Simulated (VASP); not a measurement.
Wanted: the native input for a VASP 6.6.1 run.

```
Task                   : single point
Functional             : PBE
Potentials or basis    : VASP PAW PBE potentials, release 64 (Mg, F)
Cutoff                 : 600 eV
k mesh                 : 6 × 6 × 8
Occupations            : gaussian, width 0.02 eV
Spin                   : no spin polarisation
Dipole correction      : no
Further INCAR settings : ALGO = Normal; EDIFF = 1e-06; NBANDS = 25
```

The structure of MgF2 lies in POSCAR:

```
MgF2
1.0
    4.6458720943      0.0000000000      0.0000000000
    0.0000000000      4.6458720943      0.0000000000
    0.0000000000      0.0000000000      3.0674570788
Mg F
2 4
Direct
    0.0000000000      0.0000000000      0.0000000000
    0.5000000000      0.5000000000      0.5000000000
    0.3029732624      0.3029732624      0.0000000000
    0.1970267376      0.8029732624      0.5000000000
    0.6970267376      0.6970267376      0.0000000000
    0.8029732624      0.1970267376      0.5000000000
```

The input as run:

INCAR

```
SYSTEM = MgF2
PREC = Accurate
ENCUT = 600
EDIFF = 1E-6
ISMEAR = 0
SIGMA = 0.02
LREAL = .FALSE.
LASPH = .TRUE.
NELM = 120
ALGO = Normal
ISIF = 2
LWAVE = .FALSE.
LCHARG = .TRUE.
GGA = PE
LELF = .TRUE.
LVHAR = .TRUE.
NBANDS = 25
GGA_COMPAT = .FALSE.
```

KPOINTS

```
Automatic mesh
0
G
  6 6 8
  0 0 0
```

Potentials or basis: VASP PAW PBE potentials, release 64 (Mg, F).

Run with:

```console
$ cat potpaw_PBE.64/Mg/POTCAR potpaw_PBE.64/F/POTCAR > POTCAR
$ mpirun -np 1 vasp_std > vasp.out
```

It gave:

```
Pressure               : 1.9 GPa
Band gap on the k mesh : 7.00 eV
```

Run time: 2 min on 1 thread of Intel Xeon 8259CL (shared host), peak memory 0.25 GiB.
